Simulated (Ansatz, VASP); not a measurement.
# SiC in VASP and in Ansatz

```
Si C
1.0
     3.03443    0.00000    0.00000
    -1.51721    2.62789    0.00000
     0.00000    0.00000    4.97978
Si C
2 2
Direct
  0.66667 0.33333 0.50000
  0.33333 0.66667 0.00000
  0.66667 0.33333 0.88500
  0.33333 0.66667 0.38500
```

Alike in both runs: task single point; functional LDA; k mesh 10 × 10 × 5; occupations fermi-dirac, width 0.05 eV; no spin polarisation.

```csv
,VASP,Ansatz
version,VASP 6.6.1,Ansatz 0.2.0
potentials or method,"VASP PAW LDA potentials, release 64 (Si, C)",Ansatz PAW
plane-wave cutoff (eV),520,420
valence electrons in the cell,16,16
```

|  | VASP | Ansatz | Ansatz less VASP |
| --- | --- | --- | --- |
| gap on the k mesh at the Fermi level (eV) | 2.29 | 2.31 | +0.015 |
| least direct gap on the mesh (eV) | 4.06 | 4.07 | +0.011 |
| pressure (GPa) | 5.9 | 5.5 | -0.41 |
| traceless stress, the component that is largest in VASP (GPa) | -4.00 | -4.00 | +0.007 |
| rms of the force components (eV/Å) | 0.462 | 0.461 | -0.0008 |

LDA's correlation is that of Perdew and Zunger in VASP and of Perdew and Wang (1992) in Ansatz. Atom by atom the forces differ by 0.001 eV/Å (rms over components).

Noted on Ansatz's run: odd divisions of the mesh miss points on the zone boundary, where band edges often lie, so the gap on the mesh can be too wide.
